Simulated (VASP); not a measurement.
Crystal: MnO2.

```
Mn O
1.0
     2.85658    0.00000    0.00000
    -1.42829    2.47387    0.00000
     0.00000    0.00000    4.60137
Mn O
1 2
Direct
  0.00000 0.00000 0.50000
  0.33333 0.66667 0.70629
  0.66667 0.33333 0.29371
```

Program: VASP 6.6.1. Alike in all runs: task single point; cell as given; k mesh 11 × 11 × 6; cutoff (eV) 700; smearing fermi-dirac 0.05 eV.

Problem. Order these runs on this cell by their pressure, lowest first.
A. level PBE; potentials or basis VASP PAW PBE potentials, release 64 (Mn_sv, O); spin off
B. level LDA; potentials or basis VASP PAW LDA potentials, release 64 (Mn_sv, O); spin collinear, ferromagnetic start
C. level PBEsol; potentials or basis VASP PAW PBE potentials, release 64 (Mn_sv, O); spin collinear, ferromagnetic start

Solution. B (-8.8 GPa), A (-5.4 GPa), C (-2.4 GPa).

Caveats: a cell with one magnetic atom can't hold antiferromagnetic order, which such compounds often take (at least some runs); the PAW data sets were made with another functional, which shifts forces and pressure a little (at least some runs); the cell stands under tension (at least some runs); the stress differs along the axes, from -8 to -0 GPa (at least some runs); an odd number of electrons without spin polarisation forces a metal (at least some runs); a magnetic or distorted state may lie lower (at least some runs).
